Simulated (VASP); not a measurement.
# Ga: single point with PBE

Ga:

```
CELL_PARAMETERS angstrom
-2.27064 0.00000 3.87652
0.00000 -4.61363 0.00000
2.27064 0.00000 3.87652
ATOMIC_POSITIONS crystal
Ga 0.15568 0.91625 0.15568
Ga 0.65568 0.58375 0.65568
Ga 0.84432 0.08375 0.84432
Ga 0.34432 0.41625 0.34432
```

```yaml
Program: VASP 6.6.1
Task: single point
Functional: PBE
Potentials_or_basis: VASP PAW PBE potentials, release 64 (Ga_d)
Cutoff: 520 eV
k_mesh: 6 × 6 × 6
Occupations: fermi-dirac, width 0.1 eV
Spin: no spin polarisation
Dipole_correction: no
Further_INCAR_settings: ALGO = Normal; EDIFF = 1e-06; NBANDS = 34
```

```
Pressure               : 0.1 GPa
Band gap on the k mesh : zero (band 26 reaches 5.13 eV, above the bottom of band 27 at 3.90 eV)
```

Forces in eV/Å, atoms in the order of the input:
```
Ga   0.000 -0.001 -0.002
Ga   0.000  0.001 -0.002
Ga   0.000  0.001  0.002
Ga   0.000 -0.001  0.002
```

Levels at points of the mesh, in eV from the Fermi level:
```
           k point  band 22  band 23  band 24  band 25  band 26  band 27  band 28  band 29  band 30  band 31
(0.00, 0.00, 0.00)    -4.31    -3.77    -1.73    -1.61    -0.71     0.87     0.95     1.12     4.89     5.20
(0.50, 0.00, 0.00)    -8.40    -3.46    -3.46    -1.37    -1.37     0.65     0.65     3.93     3.93     5.12
(0.00, 0.50, 0.00)    -9.04    -0.27    -0.27     0.03     0.03     0.08     0.08     1.94     1.94     3.91
(0.50, 0.50, 0.00)    -7.07    -6.13    -6.13    -1.47    -1.47     0.46     0.46     6.99     6.99     7.35
(0.50, 0.00, 0.50)    -7.11    -4.12    -3.09    -1.92    -1.55     1.07     1.12     3.20     3.67     4.10
(0.50, 0.50, 0.50)    -7.48    -5.26    -5.26    -1.18    -1.18    -0.85    -0.85     6.24     6.24     7.63
```

It took 82 s on 1 thread of Intel(R) Xeon(R) Platinum 8488C (Sapphire Rapids), on a shared host, peak memory 0.25 GiB.
